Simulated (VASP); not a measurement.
# Li (Fm-3m) in VASP: further runs

Runs on Li. Level: PBE. Tasks: single point.

Everything below comes from runs of VASP 6.6.1. Logs are shortened: lines on timing, memory, paths and dates and some standing lists are left out, and cuts for length are marked.

**1. The cell of the first run**

Symmetry: Fm-3m, No. 225, cubic system. The conventional cell has a = 4.433 Å, b = 4.433 Å, c = 4.433 Å, α = 90.00°, β = 90.00°, γ = 90.00°. Within 4.1 Å of Li (site symmetry m-3m) lie 12 Li at 3.13 Å.

This isn't the form of Li at room conditions, which is bcc.

**2. Single point, PBE (21.78 Å³/atom)**

Contents of INCAR:

```
PREC     = Accurate       # precision mode
ENCUT    = 520            # plane-wave cutoff, eV
EDIFF    = 1E-6           # SCF threshold, eV
ISMEAR   = -1             # smearing method
SIGMA    = 0.08           # smearing width, eV
LREAL    = False          # projectors in reciprocal space
LASPH    = True           # aspherical terms in the spheres
NELM     = 80             # most SCF steps
ALGO     = Normal         # electronic algorithm
ISIF     = 2              # what is computed and relaxed
LWAVE    = False          # write WAVECAR
LCHARG   = False          # write CHGCAR
GGA      = PE             # functional
NBANDS   = 8              # bands
```

Contents of KPOINTS:

```
Automatic mesh
0
Gamma
  13 13 13
```

Contents of POSCAR:

```
Li
1.0
    0.0000000000      2.2165832064      2.2165832064
    2.2165832064      0.0000000000      2.2165832064
    2.2165832064      2.2165832064      0.0000000000
Li
1
Direct
    0.0000000000      0.0000000000      0.0000000000
```

Potentials or basis: VASP PAW PBE potentials, release 64 (Li_sv).

Launch:

```
cat potpaw_PBE.64/Li_sv/POTCAR > POTCAR
mpirun -np 1 vasp_std > vasp.out
```

OUTCAR:

```text
PREC = Accurate
   ENCUT = 520
   EDIFF = 1E-6
   ISMEAR = -1
   LREAL = False
   LASPH = True
   NELM = 80
   ISIF = 2
   GGA = PE

 ion  position               nearest neighbor table
   1  0.000  0.000  0.000-

  LATTYP: Found a face centered cubic cell.
 ALAT       =     4.4331664128

  Lattice vectors:

 A1 = (   0.0000000000,   2.2165832064,   2.2165832064)
 A2 = (   2.2165832064,   0.0000000000,   2.2165832064)
 A3 = (   2.2165832064,   2.2165832064,   0.0000000000)

Analysis of symmetry for initial positions (statically):
=====================================================================
 Subroutine PRICEL returns:
 Original cell was already a primitive cell.

 Routine SETGRP: Setting up the symmetry group for a
 face centered cubic supercell.

 Subroutine GETGRP returns: Found 48 space group operations
 (whereof 48 operations were pure point group operations)
 out of a pool of 48 trial point group operations.

The static configuration has the point symmetry O_h .

Analysis of symmetry for dynamics (positions and initial velocities):
=====================================================================
 Subroutine PRICEL returns:
 Original cell was already a primitive cell.

 Routine SETGRP: Setting up the symmetry group for a
 face centered cubic supercell.

 Subroutine GETGRP returns: Found 48 space group operations
 (whereof 48 operations were pure point group operations)
 out of a pool of 48 trial point group operations.

The dynamic configuration has the point symmetry O_h .

 Subroutine INISYM returns: Found 48 space group operations
 (whereof 48 operations are pure point group operations),
 and found     1 'primitive' translations

----------------------------------------------------------------------------------------

                                     Primitive cell

  volume of cell :      21.7812

  direct lattice vectors                    reciprocal lattice vectors
     0.000000000  2.216583206  2.216583206    -0.225572403  0.225572403  0.225572403
     2.216583206  0.000000000  2.216583206     0.225572403 -0.225572403  0.225572403
     2.216583206  2.216583206  0.000000000     0.225572403  0.225572403 -0.225572403

  length of vectors
     3.134722033  3.134722033  3.134722033     0.390702863  0.390702863  0.390702863

  position of ions in fractional coordinates (direct lattice)
     0.000000000  0.000000000  0.000000000
[... 75 lines left out ...]
   NELM   =     80;   NELMIN=  2; NELMDL= -5     # of ELM steps
   EDIFF  = 0.1E-05   stopping-criterion for ELM
   LREAL  =      F    real-space projection
   EDIFFG = 0.1E-04   stopping-criterion for IOM
   NSW    =      0    number of steps for IOM
   IBRION =     -1    ionic relax: 0-MD 1-quasi-New 2-CG
   NFREE  =      0    steps in history (QN), initial steepest desc. (CG)
   ISIF   =      2    stress and relaxation
   ISYM   =      2    0-nonsym 1-usesym 2-fastsym
   POTIM  = 0.5000    time-step for ionic-motion
   TEBEG  =    0.0;   TEEND  =   0.0 temperature during run
   PSTRESS=    0.0 pullay stress
   NELECT =       3.0000    total number of electrons
   NUPDOWN=      -1.0000    fix difference up-down
   EMIN   =  10.00;   EMAX   =-10.00  energy-range for DOS
   EFERMI =   0.00;   METHOD = LEGACY
   ISMEAR =    -1;   SIGMA  =   0.08  broadening in eV -4-tet -1-fermi 0-gaus
   EFERMI_NEDOS =   21; number of points for ismear=-14 and -15
   IALGO  =     38    algorithm
   IMIX   =      4    mixing-type and parameters
     AMIX     =   0.40;   BMIX     =  1.00
     AMIX_MAG =   1.60;   BMIX_MAG =  1.00
  volume/ion in A,a.u.               =      21.78       146.99
  Fermi-wavevector in a.u.,A,eV,Ry     =   0.845450  1.597669  9.725248  0.714786
  Thomas-Fermi vector in A             =   1.960640
   LORBIT       =      0    0 simple, 1 ext, 2 COOP (PROOUT), +10 PAW based schemes
   GGA     = PE    functional components
   LHFCALC =     F    Hartree Fock is set to
   AEXX    =    0.0000 exact exchange contribution
   IVDW    =     0    specifies the selected vdW correction
   LEPSILON=     F    determine dielectric tensor
   LRPA    =     F    only Hartree local field effects (RPA)
 non-spin polarized calculation
  energy-cutoff  :      520.00
  volume of cell :       21.78
 maximum number of plane-waves:       597
   NGX = 11   NGY = 11   NGZ = 11

 number of electron       3.0000009 magnetization

 Free energy of the ion-electron system (eV)
  ---------------------------------------------------
  ext. energy  EPLUGINS =         0.00000000
  ---------------------------------------------------
  free energy    TOTEN  =        -1.90530726 eV

  energy without entropy =       -1.89276172  energy(sigma->0) =       -1.89903449

 E-fermi :   0.4497     XC(G=0):  -6.8716

 val. band max:        0.4165255781   @ k =  -0.2308   0.3077   0.0769
 cond. band min:       0.4827198232   @ k =  -0.3846   0.1538   0.0000
 fundamental gap:      0.0661942450
 Fermi energy:         0.4496604651

 k-point     1 :       0.0000    0.0000    0.0000
  band No.  band energies     occupation
      1     -46.2227      2.00000
      2      -3.0346      2.00000
      3      14.0665      0.00000
      4      14.0666      0.00000
      5      14.0666      0.00000
      6      17.8447      0.00000
      7      17.8447      0.00000
      8      17.8447      0.00000
[... 243 lines left out ...]
 k-point    24 :       0.4615    0.1538    0.0000
  band No.  band energies     occupation
      1     -46.2091      2.00000
      2       0.1774      1.93562
      3       4.3569      0.00000
      4      10.7758      0.00000
      5      10.8187      0.00000
      6      14.0424      0.00000
      7      19.1986      0.00000
      8      19.4139      0.00000

 [... further k-points ...]

------------------------ aborting loop because EDIFF is reached ----------------------------------------

  FORCE on cell =-STRESS in cart. coord.  units (eV):
  Direction    XX          YY          ZZ          XY          YZ          ZX
  --------------------------------------------------------------------------------------
  -------------------------------------------------------------------------------------
  Total       -0.1290765     -0.1290765     -0.1290765      0.0000000      0.0000000      0.0000000
  in kB       -9.4945749     -9.4945749     -9.4945749      0.0000000      0.0000000      0.0000000
  external PRESSURE =      -9.4945749 kB  Pullay stress =       0.0000000 kB

 VOLUME and BASIS-vectors are now :
 -----------------------------------------------------------------------------
  energy-cutoff  :      520.00
  volume of cell :       21.78
      direct lattice vectors                 reciprocal lattice vectors
     0.000000000  2.216583206  2.216583206    -0.225572403  0.225572403  0.225572403
     2.216583206  0.000000000  2.216583206     0.225572403 -0.225572403  0.225572403
     2.216583206  2.216583206  0.000000000     0.225572403  0.225572403 -0.225572403

 POSITION                                       TOTAL-FORCE (eV/Angst)
 -----------------------------------------------------------------------------------
      0.00000      0.00000      0.00000         0.000000      0.000000      0.000000
 -----------------------------------------------------------------------------------
    total drift:                                0.000000      0.000000     -0.000000

  FREE ENERGIE OF THE ION-ELECTRON SYSTEM (eV)
  ---------------------------------------------------
  free  energy   TOTEN  =        -1.9053072650 eV

  energy  without entropy=       -1.8927617193  energy(sigma->0) =       -1.89903449
```

It took 13 s on 1 thread of Intel Xeon 8259CL, shared host; peak memory 0.13 GiB.

Results:

```yaml
Free_energy: -1.9053 eV
Band_gap_on_the_k_mesh: zero (an odd number of electrons rules out a gap without spin polarisation)
```

Levels at points of the mesh, in eV from the Fermi level:
| k point | band 1 | band 2 | band 3 | band 4 | band 5 |
| --- | --- | --- | --- | --- | --- |
| (0.00, 0.00, 0.00) | -46.67 | -3.48 | 13.62 | 13.62 | 13.62 |

Caveat: the cutoff is under 1.25 times the usual one of these potentials, so pressure, stress and relaxed cells hold a basis-set (Pulay) error.

**3. Single point, PBE (22.64 Å³/atom)**

This run uses another cell than the first one, of 22.64 Å³/atom.

Contents of INCAR:

```
ALGO     = Normal         # electronic algorithm
EDIFF    = 1E-7           # SCF threshold, eV
ENCUT    = 520            # plane-wave cutoff, eV
GGA      = PE             # functional
ISIF     = 2              # what is computed and relaxed
ISMEAR   = -1             # smearing method
LASPH    = True           # aspherical terms in the spheres
LCHARG   = True           # write CHGCAR
LELF     = True           # ELF
LREAL    = False          # projectors in reciprocal space
LVHAR    = True         
LWAVE    = False          # write WAVECAR
NBANDS   = 8              # bands
NELM     = 60             # most SCF steps
PREC     = Accurate       # precision mode
SIGMA    = 0.08           # smearing width, eV
```

Contents of KPOINTS:

```
k-points
0
Gamma
  13 13 13
```

Contents of POSCAR:

```
Li
1.0
    0.0000000000      2.2451874350      2.2451874350
    2.2451874350      0.0000000000      2.2451874350
    2.2451874350      2.2451874350      0.0000000000
Li
1
Direct
    0.0000000000      0.0000000000      0.0000000000
```

Potentials or basis: VASP PAW PBE potentials, release 64 (Li_sv).

Launch:

```
cat potpaw_PBE.64/Li_sv/POTCAR > POTCAR
mpirun -np 1 vasp_std > vasp.out
```

OUTCAR:

```text
EDIFF = 1E-7
   ENCUT = 520
   GGA = PE
   ISIF = 2
   ISMEAR = -1
   LASPH = True
   LREAL = False
   NELM = 60
   PREC = Accurate

 ion  position               nearest neighbor table
   1  0.000  0.000  0.000-

  LATTYP: Found a face centered cubic cell.
 ALAT       =     4.4903748700

  Lattice vectors:

 A1 = (   0.0000000000,   2.2451874350,   2.2451874350)
 A2 = (   2.2451874350,   0.0000000000,   2.2451874350)
 A3 = (   2.2451874350,   2.2451874350,   0.0000000000)

[... 439 lines left out ...]
      7      18.6335      0.00000
      8      18.8203      0.00000

 [... further k-points ...]

------------------------ aborting loop because EDIFF is reached ----------------------------------------

  FORCE on cell =-STRESS in cart. coord.  units (eV):
  Direction    XX          YY          ZZ          XY          YZ          ZX
  --------------------------------------------------------------------------------------
  -------------------------------------------------------------------------------------
  Total       -0.1895033     -0.1895033     -0.1895033     -0.0000000     -0.0000000     -0.0000000
  in kB      -13.4134192    -13.4134192    -13.4134192     -0.0000000     -0.0000000     -0.0000000
  external PRESSURE =     -13.4134192 kB  Pullay stress =       0.0000000 kB

 VOLUME and BASIS-vectors are now :
 -----------------------------------------------------------------------------
  energy-cutoff  :      520.00
  volume of cell :       22.64
      direct lattice vectors                 reciprocal lattice vectors
     0.000000000  2.245187435  2.245187435    -0.222698556  0.222698556  0.222698556
     2.245187435  0.000000000  2.245187435     0.222698556 -0.222698556  0.222698556
     2.245187435  2.245187435  0.000000000     0.222698556  0.222698556 -0.222698556

 POSITION                                       TOTAL-FORCE (eV/Angst)
 -----------------------------------------------------------------------------------
      0.00000      0.00000      0.00000         0.000000      0.000000      0.000000
 -----------------------------------------------------------------------------------
    total drift:                               -0.000000      0.000000     -0.000000

  FREE ENERGIE OF THE ION-ELECTRON SYSTEM (eV)
  ---------------------------------------------------
  free  energy   TOTEN  =        -1.8996969871 eV

  energy  without entropy=       -1.8870797182  energy(sigma->0) =       -1.89338835
```

Wall time 15 s (1 thread of Intel Xeon 8259CL, shared host); peak memory 0.13 GiB.

What came out:

```yaml
Free_energy: -1.8997 eV
Band_gap_on_the_k_mesh: zero (an odd number of electrons rules out a gap without spin polarisation)
```

Caveat: the cutoff is under 1.25 times the usual one of these potentials, so pressure, stress and relaxed cells hold a basis-set (Pulay) error.
